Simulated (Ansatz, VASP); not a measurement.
**Two plane-wave programs on Fe**

File POSCAR:

```
Fe
1.0
    0.0000000000      2.4663223818      2.4663223818
    2.4663223818      0.0000000000      2.4663223818
    2.4663223818      2.4663223818      0.0000000000
Fe
2
Direct
    1.0000000000      0.0000000000      0.0000000000
    0.5000000000      0.5000000000      0.5000000000
```

Contents of INCAR.step1:

```
SYSTEM = Fe
PREC = Accurate
ENCUT = 520
ISMEAR = -1
SIGMA = 0.05
LREAL = .FALSE.
LASPH = .TRUE.
NELM = 150
ISPIN = 2
MAGMOM = 2.741 -2.741
LMAXMIX = 4
NBANDS = 19
GGA = PE
ALGO = Normal
EDIFF = 1E-4
LWAVE = .TRUE.
LCHARG = .FALSE.
```

File INCAR.step2:

```
SYSTEM = Fe
PREC = Accurate
ENCUT = 520
EDIFF = 1E-6
ISMEAR = -1
SIGMA = 0.05
LREAL = .FALSE.
LASPH = .TRUE.
NELM = 150
ALGO = Normal
ISIF = 2
LWAVE = .FALSE.
LCHARG = .TRUE.
ISPIN = 2
MAGMOM = 2.741 -2.741
LORBIT = 11
LMAXMIX = 4
METAGGA = R2SCAN
LMIXTAU = .TRUE.
LELF = .TRUE.
LVHAR = .TRUE.
NBANDS = 19
ISTART = 1
```

KPOINTS

```
regular mesh
0
G
  13 13 13
  0 0 0
```

Input for Ansatz:

```yaml
crystal:
  lattice:
    - [0.0, 2.4663223818, 2.4663223818]
    - [2.4663223818, 0.0, 2.4663223818]
    - [2.4663223818, 2.4663223818, 0.0]
  atoms:
    - { symbol: Fe, position: [1.0, 0.0, 0.0], spin: 2.741 }
    - { symbol: Fe, position: [0.5, 0.5, 0.5], spin: -2.741 }
hamiltonian:
  xc: r2scan
  pseudopotentials:
    kind: paw
    azcp:
      Fe: "pseudopotentials/Fe.paw.azcp"
basis:
  ecutwfc: 500
  fft_grid_basis: typed
kpoints:
  mp_grid: { grid: [13, 13, 13], shift: [0, 0, 0] }
magnetization:
  spin_polarized: true
scf:
  occupations: { method: fermi_dirac, width: 0.05 }
  lower_state_search: "off"
output:
  stress: true
  write_density: true
  write_potential: true
  elf: true
  volumetric_format: npy
```

Alike in both runs: task single point; functional r2SCAN; k mesh 13 × 13 × 13; occupations fermi-dirac, width 0.05 eV; collinear spin.

```csv
,VASP,Ansatz
version,VASP 6.6.1,Ansatz 0.2.0
potentials or method,"VASP PAW PBE potentials, release 64 (Fe), cutoff 520 eV","plane waves (500 eV) with PAW, scalar-relativistic"
valence electrons in the cell,16,32
```

|  | VASP | Ansatz | Ansatz less VASP |
| --- | --- | --- | --- |
| pressure (GPa) | -3.8 | -3.6 | +0.24 |
| net moment per atom (μB) | 0.00 | 0.00 | 0.000 |
| size of the moment on the site where the two differ most (μB) | 2.88 | 2.80 | -0.082 |

VASP's potentials were made for PBE, not for r2SCAN. Site moments also hang on the region over which each program counts them. VASP's potentials hold 16 valence electrons a cell and Ansatz's 32, so a difference there can come from the potentials and not from the codes. Ansatz's warnings: stability check not made.
